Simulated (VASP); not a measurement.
# Rb3Ru (P6/mmm) in VASP: further runs

The runs below take Rb3Ru through single point, relaxation of cell and atoms, with PBE.

Program: VASP 6.6.1. These are calculated values, not measurements. Logs are shortened: lines on timing, memory, paths and dates and some standing lists are left out, and cuts for length are marked.

## Step 1: The cell of the first run

Symmetry: P6/mmm, No. 191, hexagonal system. Conventional cell: a = 6.252 Å, b = 6.252 Å, c = 4.379 Å, α = 90.00°, β = 90.00°, γ = 120.00°. Within 4.1 Å of Rb (site symmetry mmm) lie 2 Ru at 3.13 Å and 4 Rb at 3.13 Å. Ru (site symmetry 6/mmm) has 6 Rb at 3.13 Å within 4.1 Å.

The cell was generated, and may not be a known phase.

## Step 2: Single point, PBE

INCAR reads:

```
SYSTEM = Rb3Ru
PREC     = Accurate       ! precision mode
ENCUT    = 520            ! plane-wave cutoff, eV
EDIFF    = 1E-7           ! SCF threshold, eV
ISMEAR   = 0              ! smearing method
SIGMA    = 0.1            ! smearing width, eV
LREAL    = .False.        ! projectors in reciprocal space
LASPH    = .True.         ! aspherical terms in the spheres
NELM     = 80             ! most SCF steps
ALGO     = Normal         ! electronic algorithm
ISIF     = 2              ! what is computed and relaxed
LWAVE    = .False.        ! write WAVECAR
LCHARG   = .False.        ! write CHGCAR
GGA      = PE             ! functional
NBANDS   = 28             ! bands
```

KPOINTS reads:

```
regular mesh
0
Gamma
  3 3 4
  0 0 0
```

POSCAR reads:

```
Rb3Ru
1.0
    6.2518141400      0.0000000000      0.0000000000
   -3.1259070700      5.4142298700      0.0000000000
    0.0000000000      0.0000000000      4.3787047200
Rb Ru
3 1
Direct
    0.5000000000      0.0000000000      0.0000000000
    0.0000000000      0.5000000000      0.0000000000
    0.5000000000      0.5000000000      0.0000000000
    0.0000000000      0.0000000000      0.0000000000
```

Potentials or basis: VASP PAW PBE potentials, release 64 (Rb_sv, Ru_pv).

On the command line:

```bash
$ cat potpaw_PBE.64/Rb_sv/POTCAR potpaw_PBE.64/Ru_pv/POTCAR > POTCAR
$ mpirun -np 1 vasp_std > vasp.out
```

OUTCAR:

```text
SYSTEM = Rb3Ru
   PREC = Accurate
   ENCUT = 520
   EDIFF = 1E-7
   ISMEAR = 0
   LREAL = .False.
   LASPH = .True.
   NELM = 80
   ISIF = 2
   GGA = PE

 ion  position               nearest neighbor table
   1  0.500  0.000  0.000-   4 3.13   4 3.13   2 3.13   3 3.13   3 3.13   2 3.13   3 5.38   3 5.38
                             3 5.38   3 5.38   2 5.38   2 5.38   2 5.38   2 5.38   2 5.41   2 5.41
   2  0.000  0.500  0.000-   3 3.13   3 3.13   4 3.13   4 3.13   1 3.13   1 3.13   3 5.38   3 5.38
                             3 5.38   3 5.38   1 5.38   1 5.38   1 5.38   1 5.38   1 5.41   1 5.41
   3  0.500  0.500  0.000-   2 3.13   2 3.13   4 3.13   1 3.13   1 3.13   4 3.13   2 5.38   2 5.38
                             2 5.38   2 5.38   1 5.38   1 5.38   1 5.38   1 5.38   1 5.41   1 5.41
   4  0.000  0.000  0.000-   1 3.13   1 3.13   3 3.13   2 3.13   2 3.13   3 3.13

  LATTYP: Found a hexagonal cell.
 ALAT       =     6.2518141400
 C/A-ratio  =     0.7003894585

  Lattice vectors:

 A1 = (   6.2518141400,   0.0000000000,   0.0000000000)
 A2 = (  -3.1259070700,   5.4142298700,   0.0000000000)
 A3 = (   0.0000000000,   0.0000000000,   4.3787047200)

Analysis of symmetry for initial positions (statically):
=====================================================================
 Subroutine PRICEL returns:
 Original cell was already a primitive cell.

 Routine SETGRP: Setting up the symmetry group for a
 hexagonal supercell.

 Subroutine GETGRP returns: Found 24 space group operations
 (whereof 24 operations were pure point group operations)
 out of a pool of 24 trial point group operations.

The static configuration has the point symmetry D_6h.

Analysis of symmetry for dynamics (positions and initial velocities):
=====================================================================
 Subroutine PRICEL returns:
 Original cell was already a primitive cell.

 Routine SETGRP: Setting up the symmetry group for a
 hexagonal supercell.

 Subroutine GETGRP returns: Found 24 space group operations
 (whereof 24 operations were pure point group operations)
 out of a pool of 24 trial point group operations.

The dynamic configuration has the point symmetry D_6h.

 Subroutine INISYM returns: Found 24 space group operations
 (whereof 24 operations are pure point group operations),
 and found     1 'primitive' translations

----------------------------------------------------------------------------------------

                                     Primitive cell

  volume of cell :     148.2137
[... 78 lines left out ...]
   LREAL  =      F    real-space projection
   EDIFFG = 0.1E-05   stopping-criterion for IOM
   NSW    =      0    number of steps for IOM
   IBRION =     -1    ionic relax: 0-MD 1-quasi-New 2-CG
   NFREE  =      0    steps in history (QN), initial steepest desc. (CG)
   ISIF   =      2    stress and relaxation
   ISYM   =      2    0-nonsym 1-usesym 2-fastsym
   POTIM  = 0.5000    time-step for ionic-motion
   TEBEG  =    0.0;   TEEND  =   0.0 temperature during run
   PSTRESS=    0.0 pullay stress
   NELECT =      41.0000    total number of electrons
   NUPDOWN=      -1.0000    fix difference up-down
   EMIN   =  10.00;   EMAX   =-10.00  energy-range for DOS
   EFERMI =   0.00;   METHOD = LEGACY
   ISMEAR =     0;   SIGMA  =   0.10  broadening in eV -4-tet -1-fermi 0-gaus
   EFERMI_NEDOS =   21; number of points for ismear=-14 and -15
   IALGO  =     38    algorithm
   IMIX   =      4    mixing-type and parameters
     AMIX     =   0.40;   BMIX     =  1.00
     AMIX_MAG =   1.60;   BMIX_MAG =  1.00
  volume/ion in A,a.u.               =      37.05       250.05
  Fermi-wavevector in a.u.,A,eV,Ry     =   1.066694  2.015760 15.481209  1.137837
  Thomas-Fermi vector in A             =   2.202287
   LORBIT       =      0    0 simple, 1 ext, 2 COOP (PROOUT), +10 PAW based schemes
   GGA     = PE    functional components
   LHFCALC =     F    Hartree Fock is set to
   AEXX    =    0.0000 exact exchange contribution
   IVDW    =     0    specifies the selected vdW correction
   LEPSILON=     F    determine dielectric tensor
   LRPA    =     F    only Hartree local field effects (RPA)
 non-spin polarized calculation
 Gauss-broadening in eV      SIGMA  =   0.10
  energy-cutoff  :      520.00
  volume of cell :      148.21
 maximum number of plane-waves:      4008
 NGX is ok and might be reduce to    48
   NGX = 23   NGY = 23   NGZ = 17

 number of electron      41.0000000 magnetization

 Free energy of the ion-electron system (eV)
  ---------------------------------------------------
  ext. energy  EPLUGINS =         0.00000000
  ---------------------------------------------------
  free energy    TOTEN  =        -4.79480940 eV

  energy without entropy =       -4.75874814  energy(sigma->0) =       -4.77677877

 E-fermi :   2.5360     XC(G=0):  -8.0701

 val. band max:        2.5225097142   @ k =   0.0000   0.0000   0.0000
 cond. band min:       2.5478895739   @ k =   0.3333   0.3333   0.0000
 fundamental gap:      0.0253798597
 Fermi energy:         2.5360214169

 k-point     1 :       0.0000    0.0000    0.0000
  band No.  band energies     occupation
      1     -38.4029      2.00000
      2     -38.1602      2.00000
      3     -38.1602      2.00000
      4     -26.6904      2.00000
      5     -26.1747      2.00000
      6     -26.1747      2.00000
[... 268 lines left out ...]
     27       6.2895      0.00000
     28       6.2953      0.00000

------------------------ aborting loop because EDIFF is reached ----------------------------------------

  FORCE on cell =-STRESS in cart. coord.  units (eV):
  Direction    XX          YY          ZZ          XY          YZ          ZX
  --------------------------------------------------------------------------------------
  -------------------------------------------------------------------------------------
  Total        7.4153697      7.4153697     -1.3465659      0.0000000     -0.0000000      0.0000000
  in kB       80.1594963     80.1594965    -14.5562598      0.0000000     -0.0000000      0.0000000
  external PRESSURE =      48.5875777 kB  Pullay stress =       0.0000000 kB

 VOLUME and BASIS-vectors are now :
 -----------------------------------------------------------------------------
  energy-cutoff  :      520.00
  volume of cell :      148.21
      direct lattice vectors                 reciprocal lattice vectors
     6.251814140  0.000000000  0.000000000     0.159953571  0.092349237  0.000000000
    -3.125907070  5.414229870  0.000000000     0.000000000  0.184698475  0.000000000
     0.000000000  0.000000000  4.378704720     0.000000000  0.000000000  0.228378040

 POSITION                                       TOTAL-FORCE (eV/Angst)
 -----------------------------------------------------------------------------------
      3.12591      0.00000      0.00000        -0.000000      0.000000      0.000000
     -1.56295      2.70711      0.00000        -0.000000      0.000000      0.000000
      1.56295      2.70711      0.00000         0.000000      0.000000      0.000000
      0.00000      0.00000      0.00000        -0.000000      0.000000      0.000000
 -----------------------------------------------------------------------------------
    total drift:                               -0.000000      0.000000      0.000000

  FREE ENERGIE OF THE ION-ELECTRON SYSTEM (eV)
  ---------------------------------------------------
  free  energy   TOTEN  =        -4.7948094029 eV

  energy  without entropy=       -4.7587481403  energy(sigma->0) =       -4.77677877
```

OSZICAR:

```text
N       E                     dE             d eps       ncg     rms          rms(c)
DAV:   1     0.292530692809E+03    0.29253E+03   -0.20208E+04   552   0.128E+03
DAV:   2     0.111811683425E+02   -0.28135E+03   -0.27576E+03   656   0.309E+02
DAV:   3    -0.719044177227E+01   -0.18372E+02   -0.18264E+02   784   0.681E+01
[... 11 lines left out ...]
DAV:  15    -0.479481007812E+01    0.18082E-04   -0.80468E-05   752   0.191E-02    0.113E-02
DAV:  16    -0.479480957114E+01    0.50698E-06   -0.74094E-06   660   0.744E-03    0.409E-03
DAV:  17    -0.479480952548E+01    0.45667E-07   -0.46508E-06   616   0.513E-03    0.258E-03
DAV:  18    -0.479480937681E+01    0.14867E-06   -0.34471E-07   500   0.174E-03    0.133E-03
DAV:  19    -0.479480940294E+01   -0.26133E-07   -0.12221E-07   348   0.811E-04
   1 F= -.47948094E+01 E0= -.47767788E+01  d E =-.360613E-01
```

It took 91 s on 1 thread of AMD EPYC 7R43 (Zen 3), shared host; peak memory 0.23 GiB.

What came out:

| Property | Result |
| --- | --- |
| Free energy | -4.7948 eV |
| Pressure | 4.9 GPa |
| Band gap on the k mesh | zero (an odd number of electrons rules out a gap without spin polarisation) |

Stress tensor (GPa, compression positive):
```
 8.02  0.00  0.00
 0.00  8.02  0.00
 0.00  0.00 -1.46
```

Levels at points of the mesh, in eV from the Fermi level:
| k point | band 16 | band 17 | band 18 | band 19 | band 20 | band 21 | band 22 | band 23 | band 24 | band 25 |
| --- | --- | --- | --- | --- | --- | --- | --- | --- | --- | --- |
| (0.00, 0.00, 0.00) | -2.58 | -0.85 | -0.85 | -0.82 | -0.22 | -0.22 | -0.01 | 1.70 | 2.30 | 2.73 |
| (0.00, 0.00, 0.50) | -1.41 | -0.79 | -0.79 | -0.75 | -0.75 | 0.12 | 0.37 | 0.58 | 0.84 | 3.17 |

Caveat: the k points lie up to 0.39 Å⁻¹ apart, too coarse for converged energies and pressures of a metal.

[end of part 1 of 2]

The gap in the log of VASP goes by the Fermi energy; the results here count the filled bands.